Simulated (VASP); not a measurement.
Input of a VASP 6.6.1 run:

Contents of INCAR:

```
SYSTEM = Hf3NbO2
PREC = Accurate
ENCUT = 600
EDIFF = 1E-6
ISMEAR = 0
SIGMA = 0.1
LREAL = .False.
LASPH = .True.
NELM = 80
ALGO = Fast
ISIF = 3
LWAVE = .False.
LCHARG = .False.
GGA = PE
IBRION = 2
NSW = 100
EDIFFG = -0.01
```

The input KPOINTS:

```
Automatic mesh
0
Gamma
  12 12 4
  0 0 0
```

The input POSCAR:

```
Hf3NbO2
1.0
    3.3517643694      0.0000000000      0.0000000000
   -1.6758821847      2.9027130914      0.0000000000
    0.0000000000      0.0000000000     10.6377223547
Hf Nb O
3 1 2
Direct
    0.3333333333      0.6666666667      0.7126475535
    0.6666666667      0.3333333333      0.2873524465
    0.0000000000      0.0000000000      0.0000000000
    0.0000000000      0.0000000000      0.5000000000
    0.3333333333      0.6666666667      0.9174755740
    0.6666666667      0.3333333333      0.0825244260
```

Potentials or basis: VASP PAW PBE potentials, release 64 (Hf_pv, Nb_sv, O).

Launch:

```sh
$ cat potpaw_PBE.64/Hf_pv/POTCAR potpaw_PBE.64/Nb_sv/POTCAR potpaw_PBE.64/O/POTCAR > POTCAR
$ mpirun -np 1 vasp_std > vasp.out
```

Q: What does it give for the relaxed cell?

A: a = 3.347 Å, b = 3.347 Å, c = 10.577 Å, α = 90.00°, β = 90.00°, γ = 120.00°.

Q: Estimate the space group after relaxing (to 0.1 Å).

A: P-3m1 (No. 164).

Q: Predict the band gap on the k mesh.

A: Zero (an odd number of electrons rules out a gap without spin polarisation).

Q: Predict the relaxed volume.

A: 17.11 Å³/atom.

Forces in eV/Å, atoms in the order of the input:
```
Hf   0.000  0.000 -0.001
Hf   0.000  0.000  0.001
Hf   0.000  0.000  0.000
Nb   0.000  0.000  0.000
O    0.000  0.000  0.007
O    0.000  0.000 -0.007
```

Caveat: spin-orbit coupling is left out, which moves the levels of the heavy elements.
